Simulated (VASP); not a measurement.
Here is a VASP 6.6.1 calculation.

INCAR

```
PREC = Accurate
ENCUT = 520
EDIFF = 1E-6
ISMEAR = 0
SIGMA = 0.01
LREAL = False
LASPH = True
NELM = 80
ALGO = Normal
ISIF = 2
LWAVE = False
LCHARG = True
LELF = True
LVHAR = True
NBANDS = 26
```

Contents of KPOINTS:

```
Automatic mesh
0
Gamma
  6 6 4
```

File POSCAR:

```
ZnS
1.0
    3.6843089966      0.0000000000      0.0000000000
   -1.8421544983      3.1907051864      0.0000000000
    0.0000000000      0.0000000000      6.0629765827
Zn S
2 2
Direct
    0.3333333333      0.6666666667      0.0058832024
    0.6666666667      0.3333333333      0.5058832024
    0.3333333333      0.6666666667      0.3791167976
    0.6666666667      0.3333333333      0.8791167976
```

Potentials or basis: VASP PAW LDA potentials, release 64 (Zn, S).

Launch:

```bash
$ cat potpaw_LDA.64/Zn/POTCAR potpaw_LDA.64/S/POTCAR > POTCAR
$ mpirun -np 1 vasp_std > vasp.out
```

(1) What does it give for the pressure?

(2) What does it give for the band gap on the k mesh?

Answers

(1) 4.3 GPa.

(2) 2.42 eV, direct.
